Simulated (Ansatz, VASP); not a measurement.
# One calculation of Sn, two programs

POSCAR

```
Sn
1.0
   -1.8378105000      1.8378105000      2.0136571368
    1.8378105000     -1.8378105000      2.0136571368
    1.8378105000      1.8378105000     -2.0136571368
Sn
1
Direct
    0.0000000000      0.0000000000      0.0000000000
```

The input INCAR.step1:

```
SYSTEM = Sn
PREC = Accurate ; ENCUT = 520
ISMEAR = -1 ; SIGMA = 0.1
LREAL = .FALSE. ; LASPH = .TRUE.
NELM = 60 ; NBANDS = 13
GGA = PE ; ALGO = Normal
EDIFF = 1E-4 ; LWAVE = .TRUE.
LCHARG = .FALSE.
```

Contents of INCAR.step2:

```
SYSTEM = Sn
PREC = Accurate ; ENCUT = 520
EDIFF = 1E-6 ; ISMEAR = -1
SIGMA = 0.1 ; LREAL = .FALSE.
LASPH = .TRUE. ; NELM = 60
ALGO = Normal ; ISIF = 2
LWAVE = .FALSE. ; LCHARG = .FALSE.
METAGGA = R2SCAN ; LMIXTAU = .TRUE.
NBANDS = 13 ; ISTART = 1
```

Contents of KPOINTS:

```
Automatic mesh
0
G
  13 13 13
  0 0 0
```

Input for Ansatz:

```yaml
crystal:
  lattice:
    - [-1.8378104999999998, 1.8378104999999998, 2.0136571367839307]
    - [1.8378104999999998, -1.8378104999999998, 2.0136571367839307]
    - [1.8378104999999998, 1.8378104999999998, -2.0136571367839307]
  atoms:
    - { symbol: Sn, position: [0.0, 0.0, 0.0] }
basis:
  ecutwfc: 520.0
kpoints:
  mp_grid:
    grid: [13, 13, 13]
hamiltonian:
  xc: r2scan
  pseudopotentials:
    kind: paw
scf:
  occupations:
    method: fermi_dirac
output:
  stress: true
```

Alike in both runs: task single point; functional r2SCAN; k mesh 13 × 13 × 13; no spin polarisation.

|  | VASP | Ansatz |
| --- | --- | --- |
| version | VASP 6.6.1 | Ansatz 0.2.0 |
| potentials or method | VASP PAW PBE potentials, release 64 (Sn_d), cutoff 520 eV | plane waves, PAW |
| occupations | fermi-dirac, width 0.1 eV | fermi-dirac |
| valence electrons in the cell | 14 | 14 |

|  | VASP | Ansatz | Ansatz less VASP |
| --- | --- | --- | --- |
| pressure (GPa) | -0.3 | -0.3 | 0.00 |
| traceless stress, the component that is largest in VASP (GPa) | 0.34 | 0.35 | +0.006 |

VASP's potentials were made for PBE, not for r2SCAN.
